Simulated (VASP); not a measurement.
Write the native input for VASP 6.6.1 that does the following.

```yaml
Task: single point
Functional: PBE
Dispersion: D3(BJ)
Potentials_or_basis: VASP PAW PBE potentials, release 64 (Cs_sv, C)
Cutoff: 520 eV
k_mesh: 6 × 6 × 2
Occupations: gaussian, width 0.1 eV
Spin: no spin polarisation
Dipole_correction: no
Further_INCAR_settings: LREAL = Auto; ALGO = Normal; EDIFF = 1e-06; NBANDS = 50
```

The structure of CsC16 lies in POSCAR:

```
CsC16
1.0
    4.9120360200      0.0000000000      0.0000000000
   -2.4560180100      4.2539479800      0.0000000000
    0.0000000000      0.0000000000      8.4266116500
Cs C
1 16
Direct
    0.0000000000      0.0000000000      0.0000000000
    0.3333333300      0.1666666700      0.7118289100
    0.3333333300      0.6666666700      0.7118289100
    0.8333333300      0.1666666700      0.7118289100
    0.8333333300      0.6666666700      0.7118289100
    0.1666666700      0.3333333300      0.7118289100
    0.1666666700      0.8333333300      0.7118289100
    0.6666666700      0.3333333300      0.7118289100
    0.6666666700      0.8333333300      0.7118289100
    0.3333333300      0.1666666700      0.2881710900
    0.3333333300      0.6666666700      0.2881710900
    0.8333333300      0.1666666700      0.2881710900
    0.8333333300      0.6666666700      0.2881710900
    0.1666666700      0.3333333300      0.2881710900
    0.1666666700      0.8333333300      0.2881710900
    0.6666666700      0.3333333300      0.2881710900
    0.6666666700      0.8333333300      0.2881710900
```

The input as run:

INCAR

```
SYSTEM = CsC16
PREC     = Accurate       ! precision mode
ENCUT    = 520            ! plane-wave cutoff, eV
EDIFF    = 1E-6           ! SCF threshold, eV
ISMEAR   = 0              ! smearing method
SIGMA    = 0.1            ! smearing width, eV
LREAL    = Auto         
LASPH    = .TRUE.         ! aspherical terms in the spheres
NELM     = 80             ! most SCF steps
ALGO     = Normal         ! electronic algorithm
ISIF     = 2              ! what is computed and relaxed
LWAVE    = .FALSE.        ! write WAVECAR
LCHARG   = .TRUE.         ! write CHGCAR
GGA      = PE             ! functional
IVDW     = 12             ! dispersion correction
LELF     = .TRUE.         ! ELF
LVHAR    = .TRUE.       
NBANDS   = 50             ! bands
```

KPOINTS

```
Automatic mesh
0
G
  6 6 2
  0 0 0
```

Potentials or basis: VASP PAW PBE potentials, release 64 (Cs_sv, C).

The run is started by

```console
$ cat potpaw_PBE.64/Cs_sv/POTCAR potpaw_PBE.64/C/POTCAR > POTCAR
$ mpirun -np 1 vasp_std > vasp.out
```

Results of the run:

```
Pressure                   : 11.4 GPa
Largest force              : 0.857 eV/Å
Band gap on the k mesh     : zero (an odd number of electrons rules out a gap without spin polarisation)
Dispersion energy per atom : -0.131 eV
```

Caveat: the k points lie up to 0.37 Å⁻¹ apart, too coarse for converged energies and pressures of a metal; spin-orbit coupling is left out, which moves the levels of the heavy elements.

Wall time 4.5 min on 1 thread of Oxide Virtual Turin-like Processor (shared host), peak memory 0.31 GiB.
